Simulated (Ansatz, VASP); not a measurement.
**B5C: VASP beside Ansatz**

```xyz
6
Lattice="4.0912 0.0000 0.0000 -2.0456 3.5430 0.0000 0.0000 0.0000 2.8682" Properties=species:S:1:pos:R:3 pbc="T T T"
B     0.0000    2.3620    0.0000
B     2.0456    1.1810    0.0000
B     2.0456    0.0000    1.4341
B     1.0228    1.7715    1.4341
B    -1.0228    1.7715    1.4341
C     0.0000    0.0000    0.0000
```

Change from the starting cell: species swapped into the SmFe5 type (P6/mmm, No. 191).

Alike in both runs: functional PBE; k mesh 12 × 12 × 14; occupations gaussian, width 0.1 eV; no spin polarisation.

Ansatz relaxed the structure, and its values are those at the end. VASP's run is a single point on that final structure, the one shown.

```csv
,VASP,Ansatz
version,VASP 6.6.1,Ansatz 0.2.0
potentials or method,"VASP PAW PBE potentials, release 64 (B, C), cutoff 520 eV","scalar-relativistic, plane waves, PAW"
valence electrons in the cell,19,19
```

```csv
,VASP,Ansatz,Ansatz less VASP
gap on the k mesh at the Fermi level (eV),none,none,-
pressure (GPa),-0.1,0.0,+0.06
```

A gap of «none» marks a metal or a gap that the smearing closes.
